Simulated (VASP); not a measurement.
# Pr3MgH2 (I4/mmm) in VASP: single point with PBE

Aim: the single point of Pr3MgH2 with PBE.

Program: VASP 6.6.1. These are calculated values, not measurements. Logs are shortened: lines on timing, memory, paths and dates and some standing lists are left out, and cuts for length are marked.

## (1) The cell of the first run

It takes space group I4/mmm (No. 139, tetragonal). The conventional cell has a = 5.007 Å, b = 5.007 Å, c = 10.206 Å, α = 90.00°, β = 90.00°, γ = 90.00°. Within 3.4 Å of Pr (site symmetry -4m2) lie 2 H at 2.55 Å. Within 3.3 Å of Pr (site symmetry 4/mmm) lie 4 H at 2.50 Å. Within 3.3 Å of Mg (site symmetry 4/mmm) lie 4 H at 2.50 Å. Within 3.3 Å of H (site symmetry mmm) lie 4 Pr at 2.50 to 2.55 Å and 2 Mg at 2.50 Å.

The cell was built from a structure type or drawn by symmetry, and may not be a known phase.

## (2) Single point, PBE

The input, INCAR:

```
PREC = Accurate
ENCUT = 600
EDIFF = 1E-6
ISMEAR = 0
SIGMA = 0.1
LREAL = F
LASPH = T
NELM = 200
ALGO = Normal
ISIF = 2
LWAVE = F
LCHARG = F
GGA = PE
NBANDS = 28
GGA_COMPAT = F
LMAXMIX = 6
```

The input, KPOINTS:

```
Automatic mesh
0
Gamma
  10 10 10
```

The input, POSCAR:

```
Pr3MgH2
1.0
   -2.5034331728      2.5034331728      5.1030636084
    2.5034331728     -2.5034331728      5.1030636084
    2.5034331728      2.5034331728     -5.1030636084
Pr Mg H
3 1 2
Direct
    0.7500000000      0.2500000000      0.5000000000
    0.2500000000      0.7500000000      0.5000000000
    0.0000000000      0.0000000000      0.0000000000
    0.5000000000      0.5000000000      0.0000000000
    0.5000000000      0.0000000000      0.5000000000
    0.0000000000      0.5000000000      0.5000000000
```

Potentials or basis: VASP PAW PBE potentials, release 64 (Pr_3, Mg, H), 4f in core.

Command:

```console
> cat potpaw_PBE.64/Pr_3/POTCAR potpaw_PBE.64/Mg/POTCAR potpaw_PBE.64/H/POTCAR > POTCAR
> mpirun -np 1 vasp_std > vasp.out
```

OUTCAR:

```text
PREC = Accurate
   ENCUT = 600
   EDIFF = 1E-6
   ISMEAR = 0
   LREAL = F
   LASPH = T
   NELM = 200
   ISIF = 2
   GGA = PE

 ion  position               nearest neighbor table
   1  0.750  0.250  0.500-   2 3.54   2 3.54   2 3.54   2 3.54   4 3.57   3 3.57   4 3.57   3 3.57
                             4 3.57   4 3.57   3 3.57   3 3.57
   2  0.250  0.750  0.500-   1 3.54   1 3.54   1 3.54   1 3.54   4 3.57   3 3.57   4 3.57   3 3.57
                             3 3.57   3 3.57   4 3.57   4 3.57
   3  0.000  0.000  0.000-   4 3.54   4 3.54   4 3.54   4 3.54   2 3.57   1 3.57   2 3.57   1 3.57
                             1 3.57   1 3.57   2 3.57   2 3.57
   4  0.500  0.500  0.000-   3 3.54   3 3.54   3 3.54   3 3.54   2 3.57   1 3.57   2 3.57   1 3.57
                             2 3.57   2 3.57   1 3.57   1 3.57
   5  0.500  0.000  0.500-
   6  0.000  0.500  0.500-

  LATTYP: Found a body centered tetragonal cell.
 ALAT       =     5.0068663456
 C/A-ratio  =     2.0384261357

  Lattice vectors:

 A1 = (  -2.5034331728,   2.5034331728,   5.1030636084)
 A2 = (   2.5034331728,  -2.5034331728,   5.1030636084)
 A3 = (   2.5034331728,   2.5034331728,  -5.1030636084)

Analysis of symmetry for initial positions (statically):
=====================================================================
 Subroutine PRICEL returns:
 Original cell was already a primitive cell.

 Routine SETGRP: Setting up the symmetry group for a
 body centered tetragonal supercell.

 Subroutine GETGRP returns: Found 16 space group operations
 (whereof 16 operations were pure point group operations)
 out of a pool of 16 trial point group operations.

The static configuration has the point symmetry D_4h.

Analysis of symmetry for dynamics (positions and initial velocities):
=====================================================================
 Subroutine PRICEL returns:
 Original cell was already a primitive cell.

 Routine SETGRP: Setting up the symmetry group for a
 body centered tetragonal supercell.

 Subroutine GETGRP returns: Found 16 space group operations
 (whereof 16 operations were pure point group operations)
 out of a pool of 16 trial point group operations.

The dynamic configuration has the point symmetry D_4h.

 Subroutine INISYM returns: Found 16 space group operations
 (whereof 16 operations are pure point group operations),
 and found     1 'primitive' translations

----------------------------------------------------------------------------------------

                                     Primitive cell

  volume of cell :     127.9272

  direct lattice vectors                    reciprocal lattice vectors
    -2.503433173  2.503433173  5.103063608     0.000000000  0.199725723  0.097980358
     2.503433173 -2.503433173  5.103063608     0.199725723  0.000000000  0.097980358
     2.503433173  2.503433173 -5.103063608     0.199725723  0.199725723  0.000000000

  length of vectors
     6.210926943  6.210926943  6.210926943     0.222464638  0.222464638  0.282454826

  position of ions in fractional coordinates (direct lattice)
     0.750000000  0.250000000  0.500000000
     0.250000000  0.750000000  0.500000000
     0.000000000  0.000000000  0.000000000
     0.500000000  0.500000000  0.000000000
     0.500000000  0.000000000  0.500000000
     0.000000000  0.500000000  0.500000000

  ion indices of the primitive-cell ions
   primitive index   ion index
                 1           1
                 2           2
                 3           3
                 4           4
                 5           5
                 6           6

----------------------------------------------------------------------------------------

 KPOINTS: Automatic mesh

Automatic generation of k-mesh.
 Grid dimensions read from file:
 generate k-points for:   10   10   10

 Generating k-lattice:

  Cartesian coordinates                     Fractional coordinates (reciprocal lattice)
     0.000000000  0.019972572  0.009798036     0.100000000  0.000000000 -0.000000000
     0.019972572  0.000000000  0.009798036     0.000000000  0.100000000 -0.000000000
     0.019972572  0.019972572  0.000000000     0.000000000  0.000000000  0.100000000

  Length of vectors
     0.022246464  0.022246464  0.028245483

  Shift w.r.t. Gamma in fractional coordinates (k-lattice)
     0.000000000  0.000000000  0.000000000

 Subroutine IBZKPT returns following result:
 ===========================================

 Found    102 irreducible k-points:

 Following reciprocal coordinates:
            Coordinates               Weight
  0.000000  0.000000  0.000000      1.000000
  0.100000 -0.000000  0.000000      8.000000
  0.200000 -0.000000  0.000000      8.000000
  0.300000 -0.000000  0.000000      8.000000
  0.400000 -0.000000  0.000000      8.000000
  0.500000 -0.000000  0.000000      4.000000
[... 16 lines left out ...]
  0.300000  0.300000  0.000000      8.000000
  0.400000  0.300000  0.000000     16.000000
 [... further k-points ...]
   k-points           NKPTS =    102   k-points in BZ     NKDIM =    102   number of bands    NBANDS=     28
   number of dos      NEDOS =    301   number of ions     NIONS =      6
   total plane-waves  NPLWV = 125000
   dimension x,y,z NGX =    50 NGY =   50 NGZ =   50
   dimension x,y,z NGXF=   100 NGYF=  100 NGZF=  100
   ions per type =               3   1   2
   NGX,Y,Z   is equivalent  to a cutoff of  13.38, 13.38, 13.38 a.u.
   NGXF,Y,Z  is equivalent  to a cutoff of  26.77, 26.77, 26.77 a.u.
 SYSTEM =  unknown system
   PREC   = accura    normal or accurate (medium, high low for compatibility)
   ISTART =      0    job   : 0-new  1-cont  2-samecut
   ICHARG =      2    charge: 1-file 2-atom 10-const
   ISPIN  =      1    spin polarized calculation?
   LNONCOLLINEAR =      F non collinear calculations
   LSORBIT =      F    spin-orbit coupling
   LASPH  =      T    aspherical Exc in radial PAW
   ENCUT  =  600.0 eV  44.10 Ry    6.64 a.u.  12.40 12.40 12.40*2*pi/ulx,y,z
   NELM   =    200;   NELMIN=  2; NELMDL= -5     # of ELM steps
   EDIFF  = 0.1E-05   stopping-criterion for ELM
   LREAL  =      F    real-space projection
   EDIFFG = 0.1E-04   stopping-criterion for IOM
   NSW    =      0    number of steps for IOM
   IBRION =     -1    ionic relax: 0-MD 1-quasi-New 2-CG
   NFREE  =      0    steps in history (QN), initial steepest desc. (CG)
   ISIF   =      2    stress and relaxation
   ISYM   =      2    0-nonsym 1-usesym 2-fastsym
   POTIM  = 0.5000    time-step for ionic-motion
   TEBEG  =    0.0;   TEEND  =   0.0 temperature during run
   PSTRESS=    0.0 pullay stress
   NELECT =      37.0000    total number of electrons
   NUPDOWN=      -1.0000    fix difference up-down
   EMIN   =  10.00;   EMAX   =-10.00  energy-range for DOS
   EFERMI =   0.00;   METHOD = LEGACY
   ISMEAR =     0;   SIGMA  =   0.10  broadening in eV -4-tet -1-fermi 0-gaus
   EFERMI_NEDOS =   21; number of points for ismear=-14 and -15
   IALGO  =     38    algorithm
   IMIX   =      4    mixing-type and parameters
     AMIX     =   0.40;   BMIX     =  1.00
     AMIX_MAG =   1.60;   BMIX_MAG =  1.00
  volume/ion in A,a.u.               =      21.32       143.88
  Fermi-wavevector in a.u.,A,eV,Ry     =   1.082649  2.045910 15.947786  1.172129
  Thomas-Fermi vector in A             =   2.218696
   LORBIT       =      0    0 simple, 1 ext, 2 COOP (PROOUT), +10 PAW based schemes
   GGA     = PE    functional components
   LHFCALC =     F    Hartree Fock is set to
   AEXX    =    0.0000 exact exchange contribution
   IVDW    =     0    specifies the selected vdW correction
   LEPSILON=     F    determine dielectric tensor
   LRPA    =     F    only Hartree local field effects (RPA)
 non-spin polarized calculation
 Gauss-broadening in eV      SIGMA  =   0.10
  energy-cutoff  :      600.00
  volume of cell :      127.93
 maximum number of plane-waves:      4294
 NGX is ok and might be reduce to    50
   NGX = 25   NGY = 25   NGZ = 25

 number of electron      37.0000000 magnetization

 Free energy of the ion-electron system (eV)
  ---------------------------------------------------
  ext. energy  EPLUGINS =         0.00000000
  ---------------------------------------------------
  free energy    TOTEN  =       -23.67781784 eV

  energy without entropy =      -23.65819842  energy(sigma->0) =      -23.66800813

 E-fermi :   3.6997     XC(G=0):  -9.7408

 val. band max:        3.6985955642   @ k =  -0.1000   0.5000   0.1000
 cond. band min:       3.7023460021   @ k =   0.3000  -0.0000   0.0000
 fundamental gap:      0.0037504379
 Fermi energy:         3.6996704554

 k-point     1 :       0.0000    0.0000    0.0000
  band No.  band energies     occupation
      1     -32.6341      2.00000
      2     -32.4138      2.00000
      3     -32.3223      2.00000
      4     -15.0857      2.00000
      5     -14.7962      2.00000
      6     -14.7962      2.00000
[... 20 lines left out ...]
     27       7.4364      0.00000
     28       8.0575      0.00000

 k-point     2 :       0.1000   -0.0000    0.0000
  band No.  band energies     occupation
      1     -32.6297      2.00000
      2     -32.4143      2.00000
      3     -32.3261      2.00000
      4     -15.0811      2.00000
      5     -14.7971      2.00000
      6     -14.7967      2.00000
[... 20 lines left out ...]
     27       7.5957      0.00000
     28       7.9309      0.00000

 k-point     3 :       0.2000   -0.0000    0.0000
  band No.  band energies     occupation
      1     -32.6179      2.00000
      2     -32.4151      2.00000
      3     -32.3371      2.00000
      4     -15.0627      2.00000
      5     -14.8394      2.00000
      6     -14.7960      2.00000
[... 20 lines left out ...]
     27       7.3847      0.00000
     28       7.9334      0.00000

 k-point     4 :       0.3000   -0.0000    0.0000
  band No.  band energies     occupation
      1     -32.6024      2.00000
      2     -32.4139      2.00000
      3     -32.3538      2.00000
      4     -15.0319      2.00000
      5     -14.8878      2.00000
      6     -14.7928      2.00000
[... 20 lines left out ...]
     27       7.1519      0.00000
     28       7.3651      0.00000

 k-point     5 :       0.4000   -0.0000    0.0000
  band No.  band energies     occupation
      1     -32.5890      2.00000
      2     -32.4081      2.00000
      3     -32.3731      2.00000
      4     -15.0216      2.00000
      5     -14.8793      2.00000
      6     -14.7890      2.00000
[... 20 lines left out ...]
     27       6.9152      0.00000
     28       7.0566      0.00000

 k-point     6 :       0.5000   -0.0000    0.0000
  band No.  band energies     occupation
      1     -32.5836      2.00000
      2     -32.4004      2.00000
      3     -32.3862      2.00000
      4     -15.0268      2.00000
      5     -14.8522      2.00000
      6     -14.7874      2.00000
[... 463 lines left out ...]
      5     -14.9258      2.00000
      6     -14.7704      2.00000
[... 20 lines left out ...]
     27       7.1936      0.00000
     28       7.7400      0.00000

 k-point    22 :      -0.2000    0.2000    0.0000
  band No.  band energies     occupation
      1     -32.6108      2.00000
      2     -32.4098      2.00000
      3     -32.3489      2.00000
      4     -15.1135      2.00000
      5     -14.8668      2.00000
      6     -14.7456      2.00000
[... 20 lines left out ...]
     27       7.5678      0.00000
     28       7.6839      0.00000

 k-point    23 :       0.3000    0.3000    0.0000
  band No.  band energies     occupation
      1     -32.5775      2.00000
      2     -32.4184      2.00000
      3     -32.3732      2.00000
      4     -15.0685      2.00000
      5     -15.0150      2.00000
      6     -14.8445      2.00000
[... 20 lines left out ...]
     27       7.3418      0.00000
     28       7.3952      0.00000

 k-point    24 :       0.4000    0.3000    0.0000
  band No.  band energies     occupation
      1     -32.5727      2.00000
      2     -32.4109      2.00000
      3     -32.3850      2.00000
      4     -15.0950      2.00000
      5     -15.0418      2.00000
      6     -14.8355      2.00000
[... 20 lines left out ...]
     27       7.2562      0.00000
     28       7.6807      0.00000

 [... further k-points ...]

------------------------ aborting loop because EDIFF is reached ----------------------------------------

  FORCE on cell =-STRESS in cart. coord.  units (eV):
  Direction    XX          YY          ZZ          XY          YZ          ZX
  --------------------------------------------------------------------------------------
  -------------------------------------------------------------------------------------
  Total        0.0362882      0.0362882      0.0608037      0.0000000     -0.0000000      0.0000000
  in kB        0.4544779      0.4544779      0.7615134      0.0000000     -0.0000000      0.0000000
  external PRESSURE =       0.5568230 kB  Pullay stress =       0.0000000 kB

 VOLUME and BASIS-vectors are now :
 -----------------------------------------------------------------------------
  energy-cutoff  :      600.00
  volume of cell :      127.93
      direct lattice vectors                 reciprocal lattice vectors
    -2.503433173  2.503433173  5.103063608     0.000000000  0.199725723  0.097980358
     2.503433173 -2.503433173  5.103063608     0.199725723  0.000000000  0.097980358
     2.503433173  2.503433173 -5.103063608     0.199725723  0.199725723  0.000000000

 POSITION                                       TOTAL-FORCE (eV/Angst)
 -----------------------------------------------------------------------------------
     -0.00000      2.50343      2.55153        -0.000000      0.000000      0.000000
      2.50343     -0.00000      2.55153         0.000000     -0.000000     -0.000000
      0.00000      0.00000      0.00000        -0.000000     -0.000000      0.000000
      0.00000      0.00000      5.10306        -0.000000     -0.000000      0.000000
      0.00000      2.50343      0.00000        -0.000000     -0.000000      0.000000
      2.50343      0.00000      0.00000        -0.000000     -0.000000      0.000000
 -----------------------------------------------------------------------------------
    total drift:                               -0.000000      0.000000      0.000000

  FREE ENERGIE OF THE ION-ELECTRON SYSTEM (eV)
  ---------------------------------------------------
  free  energy   TOTEN  =       -23.6778178370 eV

  energy  without entropy=      -23.6581984236  energy(sigma->0) =      -23.66800813
```

Wall time 7.9 min (1 thread of Intel Xeon Platinum 8124M at 3.00GHz (Skylake/Cascade Lake), shared host); peak memory 0.64 GiB.

What came out:

```
Free energy            : -23.6778 eV
Pressure               : 0.1 GPa
Band gap on the k mesh : zero (an odd number of electrons rules out a gap without spin polarisation)
```

Levels at points of the mesh, in eV from the Fermi level:
| k point | band 16 | band 17 | band 18 | band 19 | band 20 | band 21 | band 22 | band 23 |
| --- | --- | --- | --- | --- | --- | --- | --- | --- |
| (0.00, 0.00, 0.00) | -1.45 | -0.87 | -0.46 | -0.46 | 0.97 | 0.97 | 2.16 | 2.51 |
| (0.50, 0.00, 0.00) | -1.21 | -0.93 | -0.66 | 0.17 | 0.66 | 0.70 | 1.45 | 1.54 |
| (0.50, 0.50, 0.00) | -1.37 | -0.51 | -0.50 | -0.32 | 0.83 | 1.16 | 1.39 | 1.47 |
| (0.50, 0.50, 0.50) | -2.06 | -0.91 | -0.91 | -0.36 | 1.04 | 1.39 | 1.43 | 1.52 |

Caveat: spin-orbit coupling is left out, which moves the levels of the heavy elements; the 4f electrons are frozen in the core, so they carry no moment and show no levels. Spin polarisation is off, so any magnetic state and its effect on volume and gap are missing.
